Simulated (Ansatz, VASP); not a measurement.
## WC in VASP and in Ansatz

The input POSCAR:

```
WC
1.0
    0.0000000000      2.2108061772      2.2108061772
    2.2108061772      0.0000000000      2.2108061772
    2.2108061772      2.2108061772      0.0000000000
W C
1 1
Direct
    0.0000000000      0.0000000000      0.0000000000
    0.5000000000      0.5000000000      0.5000000000
```

File INCAR.step1:

```
ALGO = Normal
EDIFF = 1E-4
ENCUT = 520
GGA = PE
ISMEAR = -1
LASPH = T
LCHARG = F
LREAL = F
LWAVE = T
NBANDS = 16
NELM = 80
PREC = Accurate
SIGMA = 0.1
```

Contents of INCAR.step2:

```
ALGO = Normal
EDIFF = 1E-6
ENCUT = 520
ISIF = 2
ISMEAR = -1
ISTART = 1
LASPH = T
LCHARG = T
LELF = T
LMIXTAU = T
LREAL = F
LVHAR = T
LWAVE = F
METAGGA = R2SCAN
NBANDS = 16
NELM = 80
PREC = Accurate
SIGMA = 0.1
```

The input KPOINTS:

```
k-points
0
Gamma
  11 11 11
```

Input for Ansatz:

```yaml
crystal:
  lattice:
    - [0.0, 2.210806177187967, 2.210806177187967]
    - [2.210806177187967, 0.0, 2.210806177187967]
    - [2.210806177187967, 2.210806177187967, 0.0]
  atoms:
    - { symbol: W, position: [0.0, 0.0, 0.0] }
    - { symbol: C, position: [0.5, 0.5, 0.5] }
basis:
  ecutwfc: 600.0
kpoints:
  mp_grid:
    grid: [11, 11, 11]
hamiltonian:
  xc: r2scan
scf:
  occupations:
    method: fermi_dirac
    width: 0.1
output:
  stress: true
```

Alike in both runs: task single point; functional r2SCAN; k mesh 11 × 11 × 11; occupations fermi-dirac, width 0.1 eV; no spin polarisation.

```csv
,VASP,Ansatz
version,VASP 6.6.1,Ansatz 0.2.0
potentials or method,"VASP PAW PBE potentials, release 64 (W_sv, C), cutoff 520 eV","plane waves, PAW"
valence electrons in the cell,18,18
```

VASP gave:

| Property | Result |
| --- | --- |
| pressure (GPa) | -11.9 |

Problem. Which values does Ansatz return?

Solution. Pressure (GPa): -13.4.

VASP's potentials were made for PBE, not for r2SCAN.

Spin-orbit coupling is off throughout.
